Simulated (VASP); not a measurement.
# Zr (P6/mmm) in VASP: further runs

The runs below take Zr through single point, with revPBE.

Program: VASP 6.6.1. These are calculated values, not measurements. Logs are shortened: lines on timing, memory, paths and dates and some standing lists are left out, and cuts for length are marked.

**1. The cell of the first run**

It takes space group P6/mmm (No. 191, hexagonal). Conventional cell: a = 5.144 Å, b = 5.144 Å, c = 3.203 Å, α = 90.00°, β = 90.00°, γ = 120.00°. Zr (site symmetry 6/mmm) has 14 Zr at 3.20 to 3.37 Å within 4.2 Å. Zr (site symmetry -6m2) has 11 Zr at 2.97 to 3.37 Å within 3.9 Å.

This isn't the form of Zr at room conditions, which is hcp.

**2. Single point, revPBE (24.47 Å³/atom)**

Contents of INCAR:

```
SYSTEM = Zr
  PREC = Accurate
  ENCUT = 520
  EDIFF = 1E-7
  ISMEAR = -1
  SIGMA = 0.1
  LREAL = .False.
  LASPH = .True.
  NELM = 60
  ALGO = Normal
  ISIF = 2
  LWAVE = .False.
  LCHARG = .False.
  GGA = RE
  NBANDS = 25
```

Contents of KPOINTS:

```
Automatic mesh
0
Gamma
  8 8 11
  0 0 0
```

Contents of POSCAR:

```
Zr
1.0
    5.1438713943      0.0000000000      0.0000000000
   -2.5719356972      4.4547233013      0.0000000000
    0.0000000000      0.0000000000      3.2031389905
Zr
3
Direct
    1.0000000000      0.0000000000      1.0000000000
    0.3333333333      0.6666666667      0.5000000000
    0.6666666667      0.3333333333      0.5000000000
```

Potentials or basis: VASP PAW PBE potentials, release 64 (Zr_sv).

The run is started by

```console
$ cat potpaw_PBE.64/Zr_sv/POTCAR > POTCAR
$ mpirun -np 1 vasp_std > vasp.out
```

OUTCAR:

```text
SYSTEM = Zr
   PREC = Accurate
   ENCUT = 520
   EDIFF = 1E-7
   ISMEAR = -1
   LREAL = .False.
   LASPH = .True.
   NELM = 60
   ISIF = 2
   GGA = RE

 ion  position               nearest neighbor table
   1  0.000  0.000  0.000-   2 3.37   3 3.37   2 3.37   3 3.37   3 3.37   3 3.37   2 3.37   2 3.37
                             3 3.37   3 3.37   2 3.37   2 3.37
   2  0.333  0.667  0.500-   3 2.97   3 2.97   3 2.97   1 3.37   1 3.37   1 3.37   1 3.37   1 3.37
                             1 3.37
   3  0.667  0.333  0.500-   2 2.97   2 2.97   2 2.97   1 3.37   1 3.37   1 3.37   1 3.37   1 3.37
                             1 3.37

  LATTYP: Found a hexagonal cell.
 ALAT       =     5.1438713943
 C/A-ratio  =     0.6227097734

  Lattice vectors:

 A1 = (   5.1438713943,   0.0000000000,   0.0000000000)
 A2 = (  -2.5719356972,   4.4547233013,   0.0000000000)
 A3 = (   0.0000000000,   0.0000000000,   3.2031389905)

Analysis of symmetry for initial positions (statically):
=====================================================================
 Subroutine PRICEL returns:
 Original cell was already a primitive cell.

 Routine SETGRP: Setting up the symmetry group for a
 hexagonal supercell.

 Subroutine GETGRP returns: Found 24 space group operations
 (whereof 24 operations were pure point group operations)
 out of a pool of 24 trial point group operations.

The static configuration has the point symmetry D_6h.

Analysis of symmetry for dynamics (positions and initial velocities):
=====================================================================
 Subroutine PRICEL returns:
 Original cell was already a primitive cell.

 Routine SETGRP: Setting up the symmetry group for a
 hexagonal supercell.

 Subroutine GETGRP returns: Found 24 space group operations
 (whereof 24 operations were pure point group operations)
 out of a pool of 24 trial point group operations.

The dynamic configuration has the point symmetry D_6h.

 Subroutine INISYM returns: Found 24 space group operations
 (whereof 24 operations are pure point group operations),
 and found     1 'primitive' translations

----------------------------------------------------------------------------------------

                                     Primitive cell

  volume of cell :      73.3984

  direct lattice vectors                    reciprocal lattice vectors
     5.143871394  0.000000000  0.000000000     0.194406105  0.112240417  0.000000000
    -2.571935697  4.454723301  0.000000000     0.000000000  0.224480834  0.000000000
[... 80 lines left out ...]
   ICHARG =      2    charge: 1-file 2-atom 10-const
   ISPIN  =      1    spin polarized calculation?
   LNONCOLLINEAR =      F non collinear calculations
   LSORBIT =      F    spin-orbit coupling
   LASPH  =      T    aspherical Exc in radial PAW
   ENCUT  =  520.0 eV  38.22 Ry    6.18 a.u.   9.56  9.56  5.96*2*pi/ulx,y,z
   NELM   =     60;   NELMIN=  2; NELMDL= -5     # of ELM steps
   EDIFF  = 0.1E-06   stopping-criterion for ELM
   LREAL  =      F    real-space projection
   EDIFFG = 0.1E-05   stopping-criterion for IOM
   NSW    =      0    number of steps for IOM
   IBRION =     -1    ionic relax: 0-MD 1-quasi-New 2-CG
   NFREE  =      0    steps in history (QN), initial steepest desc. (CG)
   ISIF   =      2    stress and relaxation
   ISYM   =      2    0-nonsym 1-usesym 2-fastsym
   POTIM  = 0.5000    time-step for ionic-motion
   TEBEG  =    0.0;   TEEND  =   0.0 temperature during run
   PSTRESS=    0.0 pullay stress
   NELECT =      36.0000    total number of electrons
   NUPDOWN=      -1.0000    fix difference up-down
   EMIN   =  10.00;   EMAX   =-10.00  energy-range for DOS
   EFERMI =   0.00;   METHOD = LEGACY
   ISMEAR =    -1;   SIGMA  =   0.10  broadening in eV -4-tet -1-fermi 0-gaus
   EFERMI_NEDOS =   21; number of points for ismear=-14 and -15
   IALGO  =     38    algorithm
   IMIX   =      4    mixing-type and parameters
     AMIX     =   0.40;   BMIX     =  1.00
     AMIX_MAG =   1.60;   BMIX_MAG =  1.00
  volume/ion in A,a.u.               =      24.47       165.11
  Fermi-wavevector in a.u.,A,eV,Ry     =   1.291061  2.439752 22.678718  1.666839
  Thomas-Fermi vector in A             =   2.422854
   LORBIT       =      0    0 simple, 1 ext, 2 COOP (PROOUT), +10 PAW based schemes
   GGA     = RE    functional components
   LHFCALC =     F    Hartree Fock is set to
   AEXX    =    0.0000 exact exchange contribution
   IVDW    =     0    specifies the selected vdW correction
   LEPSILON=     F    determine dielectric tensor
   LRPA    =     F    only Hartree local field effects (RPA)
 non-spin polarized calculation
  energy-cutoff  :      520.00
  volume of cell :       73.40
 maximum number of plane-waves:      2010
 NGX is ok and might be reduce to    40
   NGX = 19   NGY = 19   NGZ = 11

 number of electron      36.0000000 magnetization

 Free energy of the ion-electron system (eV)
  ---------------------------------------------------
  ext. energy  EPLUGINS =         0.00000000
  ---------------------------------------------------
  free energy    TOTEN  =       -24.55561722 eV

  energy without entropy =      -24.45130513  energy(sigma->0) =      -24.50346118

 E-fermi :   8.3723     XC(G=0): -10.8023

 val. band max:        8.3249636552   @ k =   0.2500   0.2500   0.3636
 cond. band min:       8.3955605970   @ k =   0.3750   0.0000   0.0000
 fundamental gap:      0.0705969418
 Fermi energy:         8.3723197369

 k-point     1 :       0.0000    0.0000    0.0000
  band No.  band energies     occupation
      1     -40.6435      2.00000
      2     -40.3623      2.00000
      3     -40.2057      2.00000
      4     -18.7294      2.00000
      5     -18.7294      2.00000
      6     -18.6731      2.00000
[... 661 lines left out ...]
     24      10.9474      0.00000
     25      11.3983      0.00000

 [... further k-points ...]
[... 5 lines left out ...]
  --------------------------------------------------------------------------------------
  -------------------------------------------------------------------------------------
  Total       -1.5144771     -1.5144771     -1.5581856      0.0000000      0.0000000     -0.0000000
  in kB      -33.0587696    -33.0587696    -34.0128596      0.0000000      0.0000000     -0.0000000
  external PRESSURE =     -33.3767996 kB  Pullay stress =       0.0000000 kB

 VOLUME and BASIS-vectors are now :
 -----------------------------------------------------------------------------
  energy-cutoff  :      520.00
  volume of cell :       73.40
      direct lattice vectors                 reciprocal lattice vectors
     5.143871394  0.000000000  0.000000000     0.194406105  0.112240417  0.000000000
    -2.571935697  4.454723301  0.000000000     0.000000000  0.224480834  0.000000000
     0.000000000  0.000000000  3.203138990     0.000000000  0.000000000  0.312193758

 POSITION                                       TOTAL-FORCE (eV/Angst)
 -----------------------------------------------------------------------------------
      0.00000      0.00000      0.00000         0.000000      0.000000      0.000000
     -0.00000      2.96982      1.60157        -0.000000      0.000000      0.000000
      2.57194      1.48491      1.60157         0.000000     -0.000000      0.000000
 -----------------------------------------------------------------------------------
    total drift:                                0.000000      0.000000      0.000000

  FREE ENERGIE OF THE ION-ELECTRON SYSTEM (eV)
  ---------------------------------------------------
  free  energy   TOTEN  =       -24.5556172214 eV

  energy  without entropy=      -24.4513051327  energy(sigma->0) =      -24.50346118
```

stdout:

```text
POSCAR found type information on POSCAR Zr
 POSCAR found :  1 types and       3 ions
 scaLAPACK will be used
 -----------------------------------------------------------------------------
|                                                                             |
|                                                                             |
|     You enforced a specific xc type in the INCAR file but a different       |
|     I HOPE YOU KNOW WHAT YOU ARE DOING!                                     |
|                                                                             |
 -----------------------------------------------------------------------------

 LDA part: xc-table for (Slater+PW92), standard interpolation
 POSCAR, INCAR and KPOINTS ok, starting setup
 FFT: planning ... GRIDC
 FFT: planning ... GRID_SOFT
 FFT: planning ... GRID
 WAVECAR not read
 entering main loop
```

It took 76 s on 1 thread of Intel Xeon 6975P-C (Granite Rapids), shared host; peak memory 0.22 GiB.

Results:

- Free energy: -24.5556 eV
- Pressure: -3.3 GPa
- Band gap on the k mesh: zero (bands 18 and 19 overlap by 0.48 eV)

Caveat: the cell stands under tension; the PAW data sets were made with another functional, which shifts forces and pressure a little.

**3. Single point, revPBE (25.41 Å³/atom)**

This run uses another cell than the first one, of 25.41 Å³/atom.

Contents of INCAR:

```
SYSTEM = Zr
  PREC = Accurate
  ENCUT = 520
  EDIFF = 1E-7
  ISMEAR = -1
  SIGMA = 0.1
  LREAL = .FALSE.
  LASPH = .TRUE.
  NELM = 80
  ALGO = Normal
  ISIF = 2
  LWAVE = .FALSE.
  LCHARG = .FALSE.
  GGA = RE
  NBANDS = 25
```

Contents of KPOINTS:

```
Automatic mesh
0
G
  8 8 11
  0 0 0
```

Contents of POSCAR:

```
Zr
1.0
    5.2089906034      0.0000000000      0.0000000000
   -2.6044953017      4.5111181906      0.0000000000
    0.0000000000      0.0000000000      3.2436893584
Zr
3
Direct
    1.0000000000      0.0000000000      1.0000000000
    0.3333333333      0.6666666667      0.5000000000
    0.6666666667      0.3333333333      0.5000000000
```

Potentials or basis: VASP PAW PBE potentials, release 64 (Zr_sv).

The run is started by

```console
$ cat potpaw_PBE.64/Zr_sv/POTCAR > POTCAR
$ mpirun -np 1 vasp_std > vasp.out
```

Wall time 65 s (1 thread of Intel Xeon 6975P-C (Granite Rapids), shared host); peak memory 0.23 GiB.

The run converged. Its results:

| Item | Value |
| --- | --- |
| Free energy | -24.4728 eV |
| Pressure | -6.1 GPa |
| Band gap on the k mesh | zero (bands 18 and 19 overlap by 0.47 eV) |

Stress tensor (GPa, compression positive):
```
-6.08  0.00  0.00
 0.00 -6.08  0.00
 0.00  0.00 -6.24
```

Levels at points of the mesh, in eV from the Fermi level:
```
           k point  band 15  band 16  band 17  band 18  band 19  band 20  band 21  band 22
(0.00, 0.00, 0.00)    -0.51    -0.51    -0.47    -0.47    -0.18     0.78     1.52     1.52
(0.50, 0.00, 0.00)    -2.64    -0.47    -0.44    -0.39     0.09     0.64     1.12     1.21
```

Caveat: the cell stands under tension; the PAW data sets were made with another functional, which shifts forces and pressure a little.

**4. Single point, revPBE (26.35 Å³/atom)**

This run uses another cell than the first one, of 26.35 Å³/atom.

Contents of INCAR:

```
SYSTEM = Zr
  PREC = Accurate
  ENCUT = 520
  EDIFF = 1E-7
  ISMEAR = -1
  SIGMA = 0.1
  LREAL = .False.
  LASPH = .True.
  NELM = 80
  ALGO = Normal
  ISIF = 2
  LWAVE = .False.
  LCHARG = .False.
  GGA = RE
  NBANDS = 25
```

Contents of KPOINTS:

```
regular mesh
0
Gamma
  8 8 11
  0 0 0
```

Contents of POSCAR:

```
Zr
1.0
    5.2725211403      0.0000000000      0.0000000000
   -2.6362605702      4.5661372495      0.0000000000
    0.0000000000      0.0000000000      3.2832504447
Zr
3
Direct
    1.0000000000      0.0000000000      1.0000000000
    0.3333333333      0.6666666667      0.5000000000
    0.6666666667      0.3333333333      0.5000000000
```

The run is started by

```console
$ cat potpaw_PBE.64/Zr_sv/POTCAR > POTCAR
$ mpirun -np 1 vasp_std > vasp.out
```

Wall time 69 s (1 thread of Intel Xeon 6975P-C (Granite Rapids), shared host); peak memory 0.23 GiB.

The run converged. Its results:

```
Free energy            : -24.3449 eV
Pressure               : -8.5 GPa
Band gap on the k mesh : zero (bands 18 and 19 overlap by 0.46 eV)
```

Stress tensor (GPa, compression positive):
```
-8.40  0.00  0.00
 0.00 -8.40  0.00
 0.00  0.00 -8.60
```

Levels at points of the mesh, in eV from the Fermi level:
```csv
k point,band 16,band 17,band 18,band 19,band 20,band 21
"(0.00, 0.00, 0.00)",-0.51,-0.47,-0.47,-0.18,0.76,1.47
"(0.50, 0.00, 0.00)",-0.43,-0.40,-0.36,0.10,0.61,1.10
```

Caveat: the cell stands under tension; the PAW data sets were made with another functional, which shifts forces and pressure a little.

**5. Summary**

```tsv
cell	gap on the mesh (eV)	pressure (GPa)
a = 5.144, b = 5.144, c = 3.203 Å, angles 90.0, 90.0, 120.0°, 3 atoms	none	-3.3
a = 5.209, b = 5.209, c = 3.244 Å, angles 90.0, 90.0, 120.0°, 3 atoms	none	-6.1
a = 5.273, b = 5.273, c = 3.283 Å, angles 90.0, 90.0, 120.0°, 3 atoms	none	-8.5
```

Alike in all rows: task single point; level revPBE; potentials or basis VASP PAW PBE potentials, release 64 (Zr_sv); no spin polarisation; k mesh 8 × 8 × 11; cutoff (eV) 520; smearing fermi-dirac 0.1 eV.

Caveats: the cell stands under tension; the PAW data sets were made with another functional, which shifts forces and pressure a little.

Total energies depend on the potentials used, so only differences within one code and one set of settings carry meaning.
